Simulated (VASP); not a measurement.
# Al2Au (Fm-3m) in VASP: further runs

The runs below take Al2Au through single point, with r2SCAN+D3(BJ).

Everything below comes from runs of VASP 6.6.1. Logs are shortened: lines on timing, memory, paths and dates and some standing lists are left out, and cuts for length are marked.

## Step 1: The cell of the first run

It takes space group Fm-3m (No. 225, cubic). Conventional cell: a = 6.000 Å, b = 6.000 Å, c = 6.000 Å, α = 90.00°, β = 90.00°, γ = 90.00°. Al (site symmetry -43m) has 4 Au at 2.60 Å and 6 Al at 3.00 Å within 3.4 Å. Within 3.4 Å of Au (site symmetry m-3m) lie 8 Al at 2.60 Å.

## Step 2: Single point, r2SCAN+D3(BJ)

POSCAR

```
Al2Au
1.0
    0.0000000000      3.0000000000      3.0000000000
    3.0000000000      0.0000000000      3.0000000000
    3.0000000000      3.0000000000      0.0000000000
Al Au
2 1
Direct
    0.2500000000      0.2500000000      0.2500000000
    0.7500000000      0.7500000000      0.7500000000
    0.0000000000      0.0000000000      0.0000000000
```

INCAR.step1

```
PREC = Accurate ; ENCUT = 520
ISMEAR = -1 ; SIGMA = 0.2
LREAL = False ; LASPH = True
NELM = 60 ; NBANDS = 16
GGA = PE ; ALGO = Normal
EDIFF = 1E-4 ; LWAVE = True
LCHARG = False
```

INCAR.step2

```
PREC = Accurate ; ENCUT = 520
EDIFF = 1E-6 ; ISMEAR = -1
SIGMA = 0.2 ; LREAL = False
LASPH = True ; NELM = 60
ALGO = Normal ; ISIF = 2
LWAVE = False ; LCHARG = True
METAGGA = R2SCAN ; LMIXTAU = True
IVDW = 12 ; VDW_S6 = 1.0
VDW_S8 = 0.78981345 ; VDW_A1 = 0.49484001
VDW_A2 = 5.73083694 ; LELF = True
LVHAR = True ; NBANDS = 16
ISTART = 1
```

KPOINTS

```
Automatic mesh
0
Gamma
  7 7 7
```

Potentials or basis: VASP PAW PBE potentials, release 64 (Al, Au).

Run with:

```
$ cat potpaw_PBE.64/Al/POTCAR potpaw_PBE.64/Au/POTCAR > POTCAR
$ cp INCAR.step1 INCAR
$ mpirun -np 1 vasp_std > vasp.out
$ cp INCAR.step2 INCAR
$ mpirun -np 1 vasp_std > vasp.out
```

OUTCAR:

```text
PREC = Accurate
   ENCUT = 520
   EDIFF = 1E-6
   ISMEAR = -1
   LREAL = False
   LASPH = True
   NELM = 60
   ISIF = 2
   METAGGA = R2SCAN
   IVDW = 12
   ISTART = 1
 IVDW          = 12

 ion  position               nearest neighbor table
   1  0.250  0.250  0.250-   3 2.60   3 2.60   3 2.60   3 2.60   2 3.00   2 3.00   2 3.00   2 3.00
                             2 3.00   2 3.00
   2  0.750  0.750  0.750-   3 2.60   3 2.60   3 2.60   3 2.60   1 3.00   1 3.00   1 3.00   1 3.00
                             1 3.00   1 3.00
   3  0.000  0.000  0.000-   2 2.60   2 2.60   2 2.60   1 2.60   2 2.60   1 2.60   1 2.60   1 2.60

  LATTYP: Found a face centered cubic cell.
 ALAT       =     6.0000000000

  Lattice vectors:

 A1 = (   0.0000000000,   3.0000000000,   3.0000000000)
 A2 = (   3.0000000000,   0.0000000000,   3.0000000000)
 A3 = (   3.0000000000,   3.0000000000,   0.0000000000)

Analysis of symmetry for initial positions (statically):
=====================================================================
 Subroutine PRICEL returns:
 Original cell was already a primitive cell.

 Routine SETGRP: Setting up the symmetry group for a
 face centered cubic supercell.

 Subroutine GETGRP returns: Found 48 space group operations
 (whereof 48 operations were pure point group operations)
 out of a pool of 48 trial point group operations.

The static configuration has the point symmetry O_h .

Analysis of symmetry for dynamics (positions and initial velocities):
=====================================================================
 Subroutine PRICEL returns:
 Original cell was already a primitive cell.

 Routine SETGRP: Setting up the symmetry group for a
 face centered cubic supercell.

 Subroutine GETGRP returns: Found 48 space group operations
 (whereof 48 operations were pure point group operations)
 out of a pool of 48 trial point group operations.

The dynamic configuration has the point symmetry O_h .

 Subroutine INISYM returns: Found 48 space group operations
 (whereof 48 operations are pure point group operations),
 and found     1 'primitive' translations

----------------------------------------------------------------------------------------

                                     Primitive cell

  volume of cell :      54.0000

  direct lattice vectors                    reciprocal lattice vectors
     0.000000000  3.000000000  3.000000000    -0.166666667  0.166666667  0.166666667
     3.000000000  0.000000000  3.000000000     0.166666667 -0.166666667  0.166666667
     3.000000000  3.000000000  0.000000000     0.166666667  0.166666667 -0.166666667

  length of vectors
     4.242640687  4.242640687  4.242640687     0.288675135  0.288675135  0.288675135

  position of ions in fractional coordinates (direct lattice)
     0.250000000  0.250000000  0.250000000
     0.750000000  0.750000000  0.750000000
     0.000000000  0.000000000  0.000000000

  ion indices of the primitive-cell ions
   primitive index   ion index
                 1           1
                 2           2
                 3           3

----------------------------------------------------------------------------------------

 KPOINTS: Automatic mesh

Automatic generation of k-mesh.
 Grid dimensions read from file:
 generate k-points for:    7    7    7

 Generating k-lattice:

  Cartesian coordinates                     Fractional coordinates (reciprocal lattice)
    -0.023809524  0.023809524  0.023809524     0.142857143  0.000000000  0.000000000
     0.023809524 -0.023809524  0.023809524     0.000000000  0.142857143  0.000000000
     0.023809524  0.023809524 -0.023809524     0.000000000  0.000000000  0.142857143

  Length of vectors
     0.041239305  0.041239305  0.041239305

  Shift w.r.t. Gamma in fractional coordinates (k-lattice)
     0.000000000  0.000000000  0.000000000

 Subroutine IBZKPT returns following result:
 ===========================================

 Found     20 irreducible k-points:

 Following reciprocal coordinates:
            Coordinates               Weight
  0.000000  0.000000  0.000000      1.000000
  0.142857  0.000000  0.000000      8.000000
  0.285714  0.000000  0.000000      8.000000
  0.428571  0.000000  0.000000      8.000000
  0.142857  0.142857  0.000000      6.000000
  0.285714  0.142857  0.000000     24.000000
[... 12 lines left out ...]
 -0.428571  0.428571  0.142857     24.000000
 -0.285714  0.428571  0.142857     24.000000
   k-points           NKPTS =     20   k-points in BZ     NKDIM =     20   number of bands    NBANDS=     16
   number of dos      NEDOS =    301   number of ions     NIONS =      3
   total plane-waves  NPLWV =  32768
   dimension x,y,z NGX =    32 NGY =   32 NGZ =   32
   dimension x,y,z NGXF=    64 NGYF=   64 NGZF=   64
   ions per type =               2   1
   NGX,Y,Z   is equivalent  to a cutoff of  12.54, 12.54, 12.54 a.u.
   NGXF,Y,Z  is equivalent  to a cutoff of  25.08, 25.08, 25.08 a.u.
 SYSTEM =  unknown system
   PREC   = accura    normal or accurate (medium, high low for compatibility)
   ISTART =      1    job   : 0-new  1-cont  2-samecut
   ICHARG =      0    charge: 1-file 2-atom 10-const
   ISPIN  =      1    spin polarized calculation?
   LNONCOLLINEAR =      F non collinear calculations
   LSORBIT =      F    spin-orbit coupling
   LASPH  =      T    aspherical Exc in radial PAW
   ENCUT  =  520.0 eV  38.22 Ry    6.18 a.u.   7.89  7.89  7.89*2*pi/ulx,y,z
   NELM   =     60;   NELMIN=  2; NELMDL=  0     # of ELM steps
   EDIFF  = 0.1E-05   stopping-criterion for ELM
   LREAL  =      F    real-space projection
   EDIFFG = 0.1E-04   stopping-criterion for IOM
   NSW    =      0    number of steps for IOM
   IBRION =     -1    ionic relax: 0-MD 1-quasi-New 2-CG
   NFREE  =      0    steps in history (QN), initial steepest desc. (CG)
   ISIF   =      2    stress and relaxation
   ISYM   =      2    0-nonsym 1-usesym 2-fastsym
   POTIM  = 0.5000    time-step for ionic-motion
   TEBEG  =    0.0;   TEEND  =   0.0 temperature during run
   PSTRESS=    0.0 pullay stress
   NELECT =      17.0000    total number of electrons
   NUPDOWN=      -1.0000    fix difference up-down
   EMIN   =  10.00;   EMAX   =-10.00  energy-range for DOS
   EFERMI =   0.00;   METHOD = LEGACY
   ISMEAR =    -1;   SIGMA  =   0.20  broadening in eV -4-tet -1-fermi 0-gaus
   EFERMI_NEDOS =   21; number of points for ismear=-14 and -15
   IALGO  =     38    algorithm
   IMIX   =      4    mixing-type and parameters
     AMIX     =   0.40;   BMIX     =  1.00
     AMIX_MAG =   1.60;   BMIX_MAG =  1.00
  volume/ion in A,a.u.               =      18.00       121.47
  Fermi-wavevector in a.u.,A,eV,Ry     =   1.113679  2.104547 16.875035  1.240280
  Thomas-Fermi vector in A             =   2.250266
   LORBIT       =      0    0 simple, 1 ext, 2 COOP (PROOUT), +10 PAW based schemes
   METAGGA = R2SCAN    functional components
   LHFCALC =     F    Hartree Fock is set to
   AEXX    =    0.0000 exact exchange contribution
   IVDW    =    12    specifies the selected vdW correction
   LEPSILON=     F    determine dielectric tensor
   LRPA    =     F    only Hartree local field effects (RPA)
 non-spin polarized calculation
  energy-cutoff  :      520.00
  volume of cell :       54.00
 maximum number of plane-waves:      1468
   NGX = 15   NGY = 15   NGZ = 15

 number of electron      17.0000001 magnetization

 Free energy of the ion-electron system (eV)
  ---------------------------------------------------
  ext. energy  EPLUGINS =         0.00000000
  ---------------------------------------------------
  free energy    TOTEN  =       -65.59854616 eV

  energy without entropy =      -65.48695644  energy(sigma->0) =      -65.54275130

 E-fermi :   7.7418     XC(G=0): -11.2711

 val. band max:        7.6555275647   @ k =  -0.4286   0.1429   0.0000
 cond. band min:       7.8446157956   @ k =   0.2857   0.1429   0.0000
 fundamental gap:      0.1890882309
 Fermi energy:         7.7417654760

 k-point     1 :       0.0000    0.0000    0.0000
  band No.  band energies     occupation
      1      -3.3852      2.00000
      2       0.7681      2.00000
      3       0.7681      2.00000
      4       0.7681      2.00000
      5       1.7704      2.00000
      6       1.7704      2.00000
[... 8 lines left out ...]
     15      13.9931      0.00000
     16      13.9931      0.00000

 k-point     2 :       0.1429    0.0000    0.0000
  band No.  band energies     occupation
      1      -3.1046      2.00000
      2       0.6892      2.00000
      3       0.8367      2.00000
      4       0.8367      2.00000
      5       1.7596      2.00000
      6       1.7596      2.00000
[... 8 lines left out ...]
     15      13.5056      0.00000
     16      13.7141      0.00000

 k-point     3 :       0.2857    0.0000    0.0000
  band No.  band energies     occupation
      1      -2.3213      2.00000
      2       0.5684      2.00000
      3       0.9637      2.00000
      4       0.9637      2.00000
      5       1.7884      2.00000
      6       1.7884      2.00000
[... 8 lines left out ...]
     15      14.8871      0.00000
     16      15.2177      0.00000

 k-point     4 :       0.4286    0.0000    0.0000
  band No.  band energies     occupation
      1      -1.4017      2.00000
      2       0.7650      2.00000
      3       1.0209      2.00000
      4       1.0209      2.00000
      5       1.8883      2.00000
      6       1.8883      2.00000
[... 8 lines left out ...]
     15      16.6749      0.00000
     16      17.3693      0.00000
[... 248 lines left out ...]
 k-point    18 :      -0.4286    0.2857    0.1429
  band No.  band energies     occupation
      1      -0.6764      2.00000
      2       0.4087      2.00000
      3       1.0837      2.00000
      4       1.3363      2.00000
      5       1.7719      2.00000
      6       1.8888      2.00000
[... 8 lines left out ...]
     15      16.7823      0.00000
     16      18.2673      0.00000

 k-point    19 :      -0.4286    0.4286    0.1429
  band No.  band energies     occupation
      1      -0.0858      2.00000
      2       0.1844      2.00000
      3       0.9554      2.00000
      4       1.5706      2.00000
      5       1.8486      2.00000
      6       1.9712      2.00000
[... 8 lines left out ...]
     15      18.1799      0.00000
     16      19.0195      0.00000

 k-point    20 :      -0.2857    0.4286    0.1429
  band No.  band energies     occupation
      1       0.0620      2.00000
      2       0.4457      2.00000
      3       1.0022      2.00000
      4       1.3608      2.00000
      5       1.5701      2.00000
      6       2.0797      2.00000
[... 8 lines left out ...]
     15      18.7658      0.00000
     16      18.9321      0.00000

------------------------ aborting loop because EDIFF is reached ----------------------------------------

 Edisp (eV)   -0.56942

 E8    (eV) :    -0.2026

  FORCE on cell =-STRESS in cart. coord.  units (eV):
  Direction    XX          YY          ZZ          XY          YZ          ZX
  --------------------------------------------------------------------------------------
  -------------------------------------------------------------------------------------
  Total      -0.45013    -0.45013    -0.45013     0.00000    -0.00000     0.00000
  in kB     -13.35529   -13.35529   -13.35529     0.00000    -0.00000     0.00000
  external pressure =      -13.36 kB  Pullay stress =        0.00 kB

 VOLUME and BASIS-vectors are now :
 -----------------------------------------------------------------------------
  energy-cutoff  :      520.00
  volume of cell :       54.00
      direct lattice vectors                 reciprocal lattice vectors
     0.000000000  3.000000000  3.000000000    -0.166666667  0.166666667  0.166666667
     3.000000000  0.000000000  3.000000000     0.166666667 -0.166666667  0.166666667
     3.000000000  3.000000000  0.000000000     0.166666667  0.166666667 -0.166666667

 POSITION                                       TOTAL-FORCE (eV/Angst)
 -----------------------------------------------------------------------------------
      1.50000      1.50000      1.50000        -0.000000     -0.000000     -0.000000
      4.50000      4.50000      4.50000         0.000000      0.000000      0.000000
      0.00000      0.00000      0.00000        -0.000000     -0.000000     -0.000000
 -----------------------------------------------------------------------------------
    total drift:                                0.000000     -0.000000      0.000000

  FREE ENERGIE OF THE ION-ELECTRON SYSTEM (eV)
  ---------------------------------------------------
  free  energy   TOTEN  =       -66.1679707853 eV

  energy  without entropy=      -66.0563810687  energy(sigma->0) =      -66.11217593
```

Run time: 60 s. Hardware: 1 thread of AMD EPYC 7R13 (Zen 3), shared host; peak memory 0.17 GiB.

What came out:

```yaml
Free_energy: -66.1680 eV
Pressure: -1.3 GPa
Dispersion_energy_per_atom: -0.190 eV
```

Caveat: the PAW data sets were made with another functional, which shifts forces and pressure a little; spin-orbit coupling is left out, which moves the levels of the heavy elements; pairwise dispersion overbinds metals, which lowers pressure and volume.

## Step 3: Single point, r2SCAN+D3(BJ)

This run uses another cell than the first one, of 18.45 Å³/atom, 1.025 times its volume.

POSCAR

```
Al2Au
1.0
    0.0000000000      3.0247945128      3.0247945128
    3.0247945128      0.0000000000      3.0247945128
    3.0247945128      3.0247945128      0.0000000000
Al Au
2 1
Direct
    0.2500000000      0.2500000000      0.2500000000
    0.7500000000      0.7500000000      0.7500000000
    0.0000000000      0.0000000000      0.0000000000
```

INCAR.step1

```
ALGO     = Normal         # electronic algorithm
EDIFF    = 1E-4           # SCF threshold, eV
ENCUT    = 520            # plane-wave cutoff, eV
GGA      = PE             # functional
ISMEAR   = -1             # smearing method
LASPH    = True           # aspherical terms in the spheres
LCHARG   = False          # write CHGCAR
LREAL    = False          # projectors in reciprocal space
LWAVE    = True           # write WAVECAR
NBANDS   = 16             # bands
NELM     = 60             # most SCF steps
PREC     = Accurate       # precision mode
SIGMA    = 0.2            # smearing width, eV
```

INCAR.step2

```
ALGO     = Normal         # electronic algorithm
EDIFF    = 1E-6           # SCF threshold, eV
ENCUT    = 520            # plane-wave cutoff, eV
ISIF     = 2              # what is computed and relaxed
ISMEAR   = -1             # smearing method
ISTART   = 1            
IVDW     = 12             # dispersion correction
LASPH    = True           # aspherical terms in the spheres
LCHARG   = True           # write CHGCAR
LELF     = True           # ELF
LMIXTAU  = True         
LREAL    = False          # projectors in reciprocal space
LVHAR    = True         
LWAVE    = False          # write WAVECAR
METAGGA  = R2SCAN         # meta-GGA
NBANDS   = 16             # bands
NELM     = 60             # most SCF steps
PREC     = Accurate       # precision mode
SIGMA    = 0.2            # smearing width, eV
VDW_A1   = 0.49484001   
VDW_A2   = 5.73083694   
VDW_S6   = 1.0          
VDW_S8   = 0.78981345
```

KPOINTS

```
k-points
0
Gamma
  7 7 7
```

Potentials or basis: VASP PAW PBE potentials, release 64 (Al, Au).

Run with:

```
$ cat potpaw_PBE.64/Al/POTCAR potpaw_PBE.64/Au/POTCAR > POTCAR
$ cp INCAR.step1 INCAR
$ mpirun -np 1 vasp_std > vasp.out
$ cp INCAR.step2 INCAR
$ mpirun -np 1 vasp_std > vasp.out
```

OUTCAR:

```text
EDIFF = 1E-6
   ENCUT = 520
   ISIF = 2
   ISMEAR = -1
   ISTART = 1
   IVDW = 12
   LASPH = True
   LREAL = False
   METAGGA = R2SCAN
   NELM = 60
   PREC = Accurate
 IVDW          = 12

 ion  position               nearest neighbor table
   1  0.250  0.250  0.250-   3 2.62   3 2.62   3 2.62   3 2.62   2 3.02   2 3.02   2 3.02   2 3.02
                             2 3.02   2 3.02
   2  0.750  0.750  0.750-   3 2.62   3 2.62   3 2.62   3 2.62   1 3.02   1 3.02   1 3.02   1 3.02
                             1 3.02   1 3.02
   3  0.000  0.000  0.000-   2 2.62   2 2.62   2 2.62   1 2.62   2 2.62   1 2.62   1 2.62   1 2.62

  LATTYP: Found a face centered cubic cell.
 ALAT       =     6.0495890256

  Lattice vectors:

 A1 = (   0.0000000000,   3.0247945128,   3.0247945128)
 A2 = (   3.0247945128,   0.0000000000,   3.0247945128)
 A3 = (   3.0247945128,   3.0247945128,   0.0000000000)

Analysis of symmetry for initial positions (statically):
=====================================================================
 Subroutine PRICEL returns:
 Original cell was already a primitive cell.

 Routine SETGRP: Setting up the symmetry group for a
 face centered cubic supercell.

[... 165 lines left out ...]
 cond. band min:       7.5700376980   @ k =   0.2857   0.1429   0.0000
 fundamental gap:      0.1827856034
 Fermi energy:         7.4628817207

 k-point     1 :       0.0000    0.0000    0.0000
  band No.  band energies     occupation
      1      -3.4838      2.00000
      2       0.6256      2.00000
      3       0.6256      2.00000
      4       0.6256      2.00000
      5       1.6007      2.00000
      6       1.6007      2.00000
[... 357 lines left out ...]
      3       0.8609      2.00000
      4       1.1989      2.00000
      5       1.3999      2.00000
      6       1.8941      2.00000
[... 8 lines left out ...]
     15      18.2332      0.00000
     16      18.4972      0.00000

------------------------ aborting loop because EDIFF is reached ----------------------------------------

 Edisp (eV)   -0.55548

 E8    (eV) :    -0.1977

  FORCE on cell =-STRESS in cart. coord.  units (eV):
  Direction    XX          YY          ZZ          XY          YZ          ZX
  --------------------------------------------------------------------------------------
  -------------------------------------------------------------------------------------
  Total      -1.40569    -1.40569    -1.40569    -0.00000    -0.00000     0.00000
  in kB     -40.68948   -40.68948   -40.68948    -0.00000    -0.00000     0.00000
  external pressure =      -40.69 kB  Pullay stress =        0.00 kB

 VOLUME and BASIS-vectors are now :
 -----------------------------------------------------------------------------
  energy-cutoff  :      520.00
  volume of cell :       55.35
      direct lattice vectors                 reciprocal lattice vectors
     0.000000000  3.024794513  3.024794513    -0.165300485  0.165300485  0.165300485
     3.024794513  0.000000000  3.024794513     0.165300485 -0.165300485  0.165300485
     3.024794513  3.024794513  0.000000000     0.165300485  0.165300485 -0.165300485

 POSITION                                       TOTAL-FORCE (eV/Angst)
 -----------------------------------------------------------------------------------
      1.51240      1.51240      1.51240         0.000000      0.000000     -0.000000
      4.53719      4.53719      4.53719        -0.000000     -0.000000      0.000000
      0.00000      0.00000      0.00000        -0.000000     -0.000000      0.000000
 -----------------------------------------------------------------------------------
    total drift:                                0.000000     -0.000000      0.000000

  FREE ENERGIE OF THE ION-ELECTRON SYSTEM (eV)
  ---------------------------------------------------
  free  energy   TOTEN  =       -66.1449529520 eV

  energy  without entropy=      -66.0319353190  energy(sigma->0) =      -66.08844414
```

Wall time 68 s (1 thread of AMD EPYC 7R13 (Zen 3), shared host); peak memory 0.17 GiB.

Results:

```yaml
Free_energy: -66.1450 eV
Pressure: -4.1 GPa
Dispersion_energy_per_atom: -0.185 eV
```

Caveat: the PAW data sets were made with another functional, which shifts forces and pressure a little; spin-orbit coupling is left out, which moves the levels of the heavy elements; pairwise dispersion overbinds metals, which lowers pressure and volume.

(Continued in part 2 of 3.)
